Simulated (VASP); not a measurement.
A run of VASP 6.6.1 is set up as follows.

The input INCAR:

```
SYSTEM = MnAs
ALGO = Normal
EDIFF = 1E-6
ENCUT = 520
GGA = PE
ISIF = 2
ISMEAR = 0
ISPIN = 2
LASPH = .TRUE.
LCHARG = .FALSE.
LMAXMIX = 4
LORBIT = 11
LREAL = .FALSE.
LWAVE = .FALSE.
MAGMOM = 3.09 3.09 -0.12 -0.12
NBANDS = 30
NELM = 150
PREC = Accurate
SIGMA = 0.1
```

The input KPOINTS:

```
k-points
0
G
  12 12 8
  0 0 0
```

File POSCAR:

```
MnAs
1.0
    3.6552644837      0.0000000000      0.0000000000
   -1.8276322419      3.1655519004      0.0000000000
    0.0000000000      0.0000000000      5.5027588954
Mn As
2 2
Direct
    0.0000000000      0.0000000000      0.0000000000
    0.0000000000      0.0000000000      0.5000000000
    0.3333333333      0.6666666667      0.2500000000
    0.6666666667      0.3333333333      0.7500000000
```

Potentials or basis: VASP PAW PBE potentials, release 64 (Mn_pv, As).

Command:

```sh
$ cat potpaw_PBE.64/Mn_pv/POTCAR potpaw_PBE.64/As/POTCAR > POTCAR
$ mpirun -np 1 vasp_std > vasp.out
```

Q: Predict the net moment.

A: 5.68 μB per cell.

Q: Estimate the pressure.

A: 0.2 GPa.

Q: Estimate the site moments.

A: Mn +2.91; As -0.12 μB.
